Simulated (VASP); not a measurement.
# ScAl3N4 (I-43m) in VASP: single point with PBE

Aim: the single point of ScAl3N4 with PBE.

Program: VASP 6.6.1. These are calculated values, not measurements. Logs are shortened: lines on timing, memory, paths and dates and some standing lists are left out, and cuts for length are marked.

## 1. The cell of the first run

Symmetry: I-43m, No. 217, cubic system. The conventional cell has a = 5.409 Å, b = 5.409 Å, c = 5.409 Å, α = 90.00°, β = 90.00°, γ = 90.00°. Within 2.8 Å of Sc (site symmetry -43m) lie 8 N at 2.06 to 2.63 Å and 6 Al at 2.70 Å. Within 3.0 Å of Al (site symmetry -42m) lie 8 N at 2.26 to 2.45 Å and 2 Sc at 2.70 Å and 4 Al at 2.70 Å. Within 2.8 Å of N (site symmetry 3m) lie 2 Sc at 2.06 to 2.63 Å and 6 Al at 2.26 to 2.45 Å and 6 N at 2.74 Å.

The cell was built from a structure type or drawn by symmetry, and may not be a known phase.

## 2. Single point, PBE

File INCAR:

```
SYSTEM = ScAl3N4
PREC = Accurate
ENCUT = 600
EDIFF = 1E-6
ISMEAR = 0
SIGMA = 0.15
LREAL = .FALSE.
LASPH = .TRUE.
NELM = 120
ALGO = Normal
ISIF = 2
LWAVE = .FALSE.
LCHARG = .FALSE.
GGA = PE
NBANDS = 30
GGA_COMPAT = .FALSE.
```

File KPOINTS:

```
Automatic mesh
0
G
  3 3 3
  0 0 0
```

File POSCAR:

```
ScAl3N4
1.0
   -2.7045072440      2.7045072440      2.7045072440
    2.7045072440     -2.7045072440      2.7045072440
    2.7045072440      2.7045072440     -2.7045072440
Sc Al N
1 3 4
Direct
    0.0000000000      0.0000000000      0.0000000000
    0.0000000000      0.5000000000      0.5000000000
    0.5000000000      0.0000000000      0.5000000000
    0.5000000000      0.5000000000      0.0000000000
    0.4386992933      0.4386992933      0.4386992933
    0.0000000000      0.0000000000      0.5613007067
    0.0000000000      0.5613007067      0.0000000000
    0.5613007067      0.0000000000      0.0000000000
```

Potentials or basis: VASP PAW PBE potentials, release 64 (Sc_sv, Al, N).

On the command line:

```sh
$ cat potpaw_PBE.64/Sc_sv/POTCAR potpaw_PBE.64/Al/POTCAR potpaw_PBE.64/N/POTCAR > POTCAR
$ mpirun -np 1 vasp_std > vasp.out
```

OUTCAR:

```text
SYSTEM = ScAl3N4
   PREC = Accurate
   ENCUT = 600
   EDIFF = 1E-6
   ISMEAR = 0
   LREAL = .FALSE.
   LASPH = .TRUE.
   NELM = 120
   ISIF = 2
   GGA = PE

 ion  position               nearest neighbor table
   1  0.000  0.000  0.000-   5 2.06   6 2.06   7 2.06   8 2.06   3 2.70   4 2.70   2 2.70   2 2.70
                             3 2.70   4 2.70
   2  0.000  0.500  0.500-   5 2.26   6 2.26   7 2.26   8 2.26   7 2.45   6 2.45   8 2.45   5 2.45
                             3 2.70   1 2.70   4 2.70   1 2.70   4 2.70   3 2.70
   3  0.500  0.000  0.500-   5 2.26   6 2.26   8 2.26   7 2.26   8 2.45   6 2.45   7 2.45   5 2.45
                             2 2.70   4 2.70   4 2.70   1 2.70   1 2.70   2 2.70
   4  0.500  0.500  0.000-   5 2.26   7 2.26   8 2.26   6 2.26   8 2.45   7 2.45   6 2.45   5 2.45
                             2 2.70   3 2.70   3 2.70   2 2.70   1 2.70   1 2.70
   5  0.439  0.439  0.439-   1 2.06   2 2.26   3 2.26   4 2.26   3 2.45   4 2.45   2 2.45
   6  0.000  0.000  0.561-   1 2.06   4 2.26   2 2.26   3 2.26   3 2.45   2 2.45   4 2.45
   7  0.000  0.561  0.000-   1 2.06   3 2.26   2 2.26   4 2.26   2 2.45   4 2.45   3 2.45
   8  0.561  0.000  0.000-   1 2.06   2 2.26   3 2.26   4 2.26   3 2.45   4 2.45   2 2.45

  LATTYP: Found a body centered cubic cell.
 ALAT       =     5.4090144880

  Lattice vectors:

 A1 = (  -2.7045072440,   2.7045072440,   2.7045072440)
 A2 = (   2.7045072440,  -2.7045072440,   2.7045072440)
 A3 = (   2.7045072440,   2.7045072440,  -2.7045072440)

Analysis of symmetry for initial positions (statically):
=====================================================================
 Subroutine PRICEL returns:
 Original cell was already a primitive cell.

 Routine SETGRP: Setting up the symmetry group for a
 body centered cubic supercell.

 Subroutine GETGRP returns: Found 24 space group operations
 (whereof 24 operations were pure point group operations)
 out of a pool of 48 trial point group operations.

The static configuration has the point symmetry T_d .

Analysis of symmetry for dynamics (positions and initial velocities):
=====================================================================
 Subroutine PRICEL returns:
 Original cell was already a primitive cell.

 Routine SETGRP: Setting up the symmetry group for a
 body centered cubic supercell.

 Subroutine GETGRP returns: Found 24 space group operations
 (whereof 24 operations were pure point group operations)
 out of a pool of 48 trial point group operations.

The dynamic configuration has the point symmetry T_d .

 Subroutine INISYM returns: Found 24 space group operations
 (whereof 24 operations are pure point group operations),
 and found     1 'primitive' translations

----------------------------------------------------------------------------------------

                                     Primitive cell

  volume of cell :      79.1270

  direct lattice vectors                    reciprocal lattice vectors
    -2.704507244  2.704507244  2.704507244     0.000000000  0.184876562  0.184876562
     2.704507244 -2.704507244  2.704507244     0.184876562  0.000000000  0.184876562
     2.704507244  2.704507244 -2.704507244     0.184876562  0.184876562  0.000000000

  length of vectors
     4.684343956  4.684343956  4.684343956     0.261454941  0.261454941  0.261454941

  position of ions in fractional coordinates (direct lattice)
     0.000000000  0.000000000  0.000000000
     0.000000000  0.500000000  0.500000000
     0.500000000  0.000000000  0.500000000
     0.500000000  0.500000000  0.000000000
     0.438699293  0.438699293  0.438699293
     0.000000000  0.000000000  0.561300707
     0.000000000  0.561300707  0.000000000
     0.561300707  0.000000000  0.000000000

  ion indices of the primitive-cell ions
   primitive index   ion index
                 1           1
                 2           2
                 3           3
                 4           4
                 5           5
                 6           6
                 7           7
                 8           8

----------------------------------------------------------------------------------------

 KPOINTS: Automatic mesh

Automatic generation of k-mesh.
 Grid dimensions read from file:
 generate k-points for:    3    3    3

 Generating k-lattice:

  Cartesian coordinates                     Fractional coordinates (reciprocal lattice)
     0.000000000  0.061625521  0.061625521     0.333333333  0.000000000  0.000000000
     0.061625521  0.000000000  0.061625521     0.000000000  0.333333333  0.000000000
     0.061625521  0.061625521  0.000000000     0.000000000  0.000000000  0.333333333

  Length of vectors
     0.087151647  0.087151647  0.087151647

  Shift w.r.t. Gamma in fractional coordinates (k-lattice)
     0.000000000  0.000000000  0.000000000

 Subroutine IBZKPT returns following result:
 ===========================================

 Found      4 irreducible k-points:

 Following reciprocal coordinates:
            Coordinates               Weight
  0.000000  0.000000  0.000000      1.000000
  0.333333  0.000000  0.000000     12.000000
  0.333333  0.333333  0.000000      8.000000
 -0.333333  0.333333  0.333333      6.000000
   k-points           NKPTS =      4   k-points in BZ     NKDIM =      4   number of bands    NBANDS=     30
   number of dos      NEDOS =    301   number of ions     NIONS =      8
   total plane-waves  NPLWV =  64000
   dimension x,y,z NGX =    40 NGY =   40 NGZ =   40
   dimension x,y,z NGXF=    80 NGYF=   80 NGZF=   80
   ions per type =               1   3   4
   NGX,Y,Z   is equivalent  to a cutoff of  14.20, 14.20, 14.20 a.u.
   NGXF,Y,Z  is equivalent  to a cutoff of  28.39, 28.39, 28.39 a.u.
 SYSTEM =  ScAl3N4
   PREC   = accura    normal or accurate (medium, high low for compatibility)
   ISTART =      0    job   : 0-new  1-cont  2-samecut
   ICHARG =      2    charge: 1-file 2-atom 10-const
   ISPIN  =      1    spin polarized calculation?
   LNONCOLLINEAR =      F non collinear calculations
   LSORBIT =      F    spin-orbit coupling
   LASPH  =      T    aspherical Exc in radial PAW
   ENCUT  =  600.0 eV  44.10 Ry    6.64 a.u.   9.36  9.36  9.36*2*pi/ulx,y,z
   NELM   =    120;   NELMIN=  2; NELMDL= -5     # of ELM steps
   EDIFF  = 0.1E-05   stopping-criterion for ELM
   LREAL  =      F    real-space projection
   EDIFFG = 0.1E-04   stopping-criterion for IOM
   NSW    =      0    number of steps for IOM
   IBRION =     -1    ionic relax: 0-MD 1-quasi-New 2-CG
   NFREE  =      0    steps in history (QN), initial steepest desc. (CG)
   ISIF   =      2    stress and relaxation
   ISYM   =      2    0-nonsym 1-usesym 2-fastsym
   POTIM  = 0.5000    time-step for ionic-motion
   TEBEG  =    0.0;   TEEND  =   0.0 temperature during run
   PSTRESS=    0.0 pullay stress
   NELECT =      40.0000    total number of electrons
   NUPDOWN=      -1.0000    fix difference up-down
   EMIN   =  10.00;   EMAX   =-10.00  energy-range for DOS
   EFERMI =   0.00;   METHOD = LEGACY
   ISMEAR =     0;   SIGMA  =   0.15  broadening in eV -4-tet -1-fermi 0-gaus
   EFERMI_NEDOS =   21; number of points for ismear=-14 and -15
   IALGO  =     38    algorithm
   IMIX   =      4    mixing-type and parameters
     AMIX     =   0.40;   BMIX     =  1.00
     AMIX_MAG =   1.60;   BMIX_MAG =  1.00
  volume/ion in A,a.u.               =       9.89        66.75
  Fermi-wavevector in a.u.,A,eV,Ry     =   1.304127  2.464443 23.140085  1.700748
  Thomas-Fermi vector in A             =   2.435084
   LORBIT       =      0    0 simple, 1 ext, 2 COOP (PROOUT), +10 PAW based schemes
   GGA     = PE    functional components
   LHFCALC =     F    Hartree Fock is set to
   AEXX    =    0.0000 exact exchange contribution
   IVDW    =     0    specifies the selected vdW correction
   LEPSILON=     F    determine dielectric tensor
   LRPA    =     F    only Hartree local field effects (RPA)
 non-spin polarized calculation
 Gauss-broadening in eV      SIGMA  =   0.15
  energy-cutoff  :      600.00
  volume of cell :       79.13
 maximum number of plane-waves:      2659
 NGX is ok and might be reduce to    40
   NGX = 19   NGY = 19   NGZ = 19

 number of electron      39.9999994 magnetization

 Free energy of the ion-electron system (eV)
  ---------------------------------------------------
  ext. energy  EPLUGINS =         0.00000000
  ---------------------------------------------------
  free energy    TOTEN  =       -51.53010709 eV

  energy without entropy =      -51.53010709  energy(sigma->0) =      -51.53010709

 E-fermi :   8.7638     XC(G=0): -11.8719

 val. band max:        8.0630506377   @ k =  -0.3333   0.3333   0.3333
 cond. band min:       9.4280817976   @ k =   0.0000   0.0000   0.0000
 fundamental gap:      1.3650311600
 Fermi energy:         8.7637509837

 k-point     1 :       0.0000    0.0000    0.0000
  band No.  band energies     occupation
      1     -39.1956      2.00000
      2     -18.0828      2.00000
      3     -18.0828      2.00000
      4     -18.0828      2.00000
      5      -7.8889      2.00000
      6      -4.4885      2.00000
      7      -4.4885      2.00000
      8      -4.4885      2.00000
      9       2.4306      2.00000
     10       2.4306      2.00000
     11       2.4306      2.00000
     12       3.8860      2.00000
     13       3.8860      2.00000
     14       3.8860      2.00000
     15       5.7618      2.00000
     16       5.7618      2.00000
     17       7.1380      2.00000
     18       7.6483      2.00000
     19       7.6483      2.00000
     20       7.6483      2.00000
     21       9.4281      0.00000
     22       9.6827      0.00000
     23       9.6827      0.00000
     24      12.6141      0.00000
     25      12.6141      0.00000
     26      13.2967      0.00000
     27      13.2967      0.00000
     28      13.2967      0.00000
     29      16.6448      0.00000
     30      16.6553      0.00000

 k-point     2 :       0.3333    0.0000    0.0000
  band No.  band energies     occupation
      1     -39.1950      2.00000
      2     -18.1138      2.00000
      3     -18.0944      2.00000
      4     -18.0831      2.00000
      5      -7.0497      2.00000
      6      -5.2939      2.00000
      7      -4.7156      2.00000
      8      -4.4461      2.00000
      9       1.7589      2.00000
     10       2.1584      2.00000
     11       2.8112      2.00000
     12       3.4922      2.00000
     13       4.2411      2.00000
     14       4.4697      2.00000
     15       5.4263      2.00000
     16       5.8473      2.00000
     17       6.8470      2.00000
     18       7.3279      2.00000
     19       7.7015      2.00000
     20       8.0481      2.00000
     21       9.6077      0.00000
     22      10.7186      0.00000
     23      10.7805      0.00000
     24      12.6347      0.00000
     25      12.7480      0.00000
     26      12.9356      0.00000
     27      13.6390      0.00000
     28      14.5896      0.00000
     29      15.0792      0.00000
     30      15.2103      0.00000

 k-point     3 :       0.3333    0.3333    0.0000
  band No.  band energies     occupation
      1     -39.1947      2.00000
      2     -18.1118      2.00000
      3     -18.1118      2.00000
      4     -18.0889      2.00000
      5      -5.8249      2.00000
      6      -5.7088      2.00000
      7      -5.7088      2.00000
      8      -4.4134      2.00000
      9       1.6954      2.00000
     10       1.6954      2.00000
     11       3.1864      2.00000
     12       4.3028      2.00000
     13       4.3028      2.00000
     14       4.8313      2.00000
     15       5.5426      2.00000
     16       5.5426      2.00000
     17       6.5903      2.00000
     18       6.8033      2.00000
     19       6.8033      2.00000
     20       7.1483      2.00000
     21      11.3456      0.00000
     22      11.7912      0.00000
     23      11.7912      0.00000
     24      12.4620      0.00000
     25      12.4620      0.00000
     26      13.5499      0.00000
     27      14.0088      0.00000
     28      14.0088      0.00000
     29      14.7745      0.00000
     30      15.0901      0.00000

 k-point     4 :      -0.3333    0.3333    0.3333
  band No.  band energies     occupation
      1     -39.1946      2.00000
      2     -18.1110      2.00000
      3     -18.1069      2.00000
      4     -18.1069      2.00000
      5      -6.3426      2.00000
      6      -5.3285      2.00000
      7      -5.3285      2.00000
      8      -3.7476      2.00000
      9      -0.1208      2.00000
     10       0.5153      2.00000
     11       3.3250      2.00000
     12       3.6963      2.00000
     13       3.6963      2.00000
     14       5.1261      2.00000
     15       6.3796      2.00000
     16       6.3796      2.00000
     17       7.5418      2.00000
     18       7.7900      2.00000
     19       7.7900      2.00000
     20       8.0631      2.00000
     21      10.1538      0.00000
     22      11.1389      0.00000
     23      11.9919      0.00000
     24      12.4135      0.00000
     25      12.4135      0.00000
     26      13.4656      0.00000
     27      13.9182      0.00000
     28      14.6096      0.00000
     29      14.6096      0.00000
     30      14.9504      0.00000

------------------------ aborting loop because EDIFF is reached ----------------------------------------

  FORCE on cell =-STRESS in cart. coord.  units (eV):
  Direction    XX          YY          ZZ          XY          YZ          ZX
  --------------------------------------------------------------------------------------
  -------------------------------------------------------------------------------------
  Total       -0.2118278     -0.2118278     -0.2118278      0.0000000     -0.0000000      0.0000000
  in kB       -4.2891288     -4.2891288     -4.2891288      0.0000000     -0.0000000      0.0000000
  external PRESSURE =      -4.2891288 kB  Pullay stress =       0.0000000 kB

 VOLUME and BASIS-vectors are now :
 -----------------------------------------------------------------------------
  energy-cutoff  :      600.00
  volume of cell :       79.13
      direct lattice vectors                 reciprocal lattice vectors
    -2.704507244  2.704507244  2.704507244     0.000000000  0.184876562  0.184876562
     2.704507244 -2.704507244  2.704507244     0.184876562  0.000000000  0.184876562
     2.704507244  2.704507244 -2.704507244     0.184876562  0.184876562  0.000000000

 POSITION                                       TOTAL-FORCE (eV/Angst)
 -----------------------------------------------------------------------------------
      0.00000      0.00000      0.00000         0.000000     -0.000000     -0.000000
      2.70451      0.00000      0.00000         0.000000     -0.000000     -0.000000
      0.00000      2.70451      0.00000         0.000000     -0.000000     -0.000000
      0.00000      0.00000      2.70451         0.000000     -0.000000     -0.000000
      1.18647      1.18647      1.18647         0.009791      0.009791      0.009791
      1.51804      1.51804     -1.51804        -0.009791     -0.009791      0.009791
      1.51804     -1.51804      1.51804        -0.009791      0.009791     -0.009791
     -1.51804      1.51804      1.51804         0.009791     -0.009791     -0.009791
 -----------------------------------------------------------------------------------
    total drift:                               -0.000001     -0.000001     -0.000001

  FREE ENERGIE OF THE ION-ELECTRON SYSTEM (eV)
  ---------------------------------------------------
  free  energy   TOTEN  =       -51.5301070860 eV

  energy  without entropy=      -51.5301070860  energy(sigma->0) =      -51.53010709
```

Wall time 13 s (1 thread of Intel Xeon 6975P-C (Granite Rapids), shared host); peak memory 0.23 GiB.

Results:

| Quantity | Value |
| --- | --- |
| Free energy | -51.5301 eV |
| Pressure | -0.4 GPa |
| Largest force | 0.017 eV/Å |
| Band gap on the k mesh | 1.36 eV (least direct gap 1.56 eV) |

Forces on the atoms (eV/Å):
```
Sc   0.000  0.000  0.000
Al   0.000  0.000  0.000
Al   0.000  0.000  0.000
Al   0.000  0.000  0.000
N    0.010  0.010  0.010
N   -0.010 -0.010  0.010
N   -0.010  0.010 -0.010
N    0.010 -0.010 -0.010
```

Caveat: the k points lie up to 0.55 Å⁻¹ apart; an odd mesh through Γ misses points on the zone boundary, where band edges can lie.
